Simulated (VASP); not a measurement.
Cu, 2 atoms in the cell. Symmetry: P6_3/mmc, No. 194, hexagonal system. Conventional cell: a = 2.534 Å, b = 2.534 Å, c = 4.113 Å, α = 90.00°, β = 90.00°, γ = 120.00°. Cu (site symmetry -6m2) has 12 Cu at 2.52 to 2.53 Å within 3.3 Å. 

```yaml
Program: VASP 6.6.1
Task: single point
Functional: PBEsol
Potentials_or_basis: VASP PAW PBE potentials, release 64 (Cu)
Cutoff: 520 eV
k_mesh: 5 × 5 × 3
Occupations: methfessel-paxton, width 0.05 eV
Spin: no spin polarisation
Dipole_correction: no
Further_INCAR_settings: ALGO = Normal; EDIFF = 1e-07; NBANDS = 18
```

Potentials or basis: VASP PAW PBE potentials, release 64 (Cu).

Launch:

```console
$ cat potpaw_PBE.64/Cu/POTCAR > POTCAR
$ mpirun -np 1 vasp_std > vasp.out
```

Hardware: 1 thread of Intel Xeon 6975P-C (shared host).

How long does it take, and how much memory?

Wall time 6.4 s on 1 thread of Intel Xeon 6975P-C (shared host), peak memory 0.13 GiB. Counts: scf iterations 13, k points 10.
